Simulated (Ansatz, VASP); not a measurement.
# Ni: VASP beside Ansatz

```
CELL_PARAMETERS angstrom
0.00000 1.71491 1.76795
1.71491 0.00000 1.76795
1.71491 1.71491 0.00000
ATOMIC_POSITIONS crystal
Ni 0.00000 0.00000 0.00000
```

Change from the starting cell: equal xx and yy strain of -3 %, crystal datasets.

Alike in both runs: task electric field gradients; functional LDA; k mesh 20 × 20 × 20; occupations fermi-dirac, width 0.05 eV; collinear spin.

|  | VASP | Ansatz |
| --- | --- | --- |
| version | VASP 6.6.1 | Ansatz 0.2.0 |
| potentials or method | VASP PAW LDA potentials, release 64 (Ni), cutoff 520 eV | all-electron PAW with datasets made for the crystal, scalar-relativistic |

|  | VASP | Ansatz | Ansatz less VASP |
| --- | --- | --- | --- |
| pressure (GPa) | -8.2 | -8.3 | -0.06 |
| traceless stress, the component that is largest in VASP (GPa) | -2.77 | -2.87 | -0.104 |
| net moment per atom (μB) | 0.60 | 0.62 | +0.015 |
| size of the moment on the site where the two differ most (μB) | 0.60 | 0.64 | +0.042 |
| size of Vzz on the site where it differs most (V/Å²) | 2.2 | 1.6 | -0.56 |

LDA's correlation is that of Perdew and Zunger in VASP and of Perdew and Wang (1992) in Ansatz. Site moments also hang on the region over which each program counts them. Ansatz ran all-electron here, and VASP with PAW potentials. Ansatz's warnings: printed levels off.
